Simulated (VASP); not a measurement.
A run of VASP 6.6.1:

INCAR

```
SYSTEM = Pd
PREC = Accurate
ENCUT = 520
EDIFF = 1E-6
ISMEAR = -1
SIGMA = 0.06122561905347299
LREAL = .FALSE.
LASPH = .TRUE.
NELM = 80
ALGO = Normal
ISIF = 2
LWAVE = .FALSE.
LCHARG = .FALSE.
GGA = PE
NBANDS = 17
```

KPOINTS

```
Automatic mesh
0
G
  32 32 32
  0 0 0
```

POSCAR

```
Pd
1.0
    0.0000000000      2.8659321668      2.8659321668
    2.8659321668      0.0000000000      2.8659321668
    2.8659321668      2.8659321668      0.0000000000
Pd
2
Direct
    0.0000000000      0.0000000000      0.0000000000
    0.2500000000      0.2500000000      0.2500000000
```

Potentials or basis: VASP PAW PBE potentials, release 64 (Pd).

Command:

```console
$ cat potpaw_PBE.64/Pd/POTCAR > POTCAR
$ mpirun -np 1 vasp_std > vasp.out
```

Hardware: 1 thread of Intel(R) Xeon(R) Platinum 8488C (Sapphire Rapids), with other jobs on the host.

Estimate the wall time of this run.

It took 7.4 min on 1 thread of Intel(R) Xeon(R) Platinum 8488C (Sapphire Rapids), on a shared host, peak memory 0.66 GiB. Counts: scf iterations 11, k points 897.
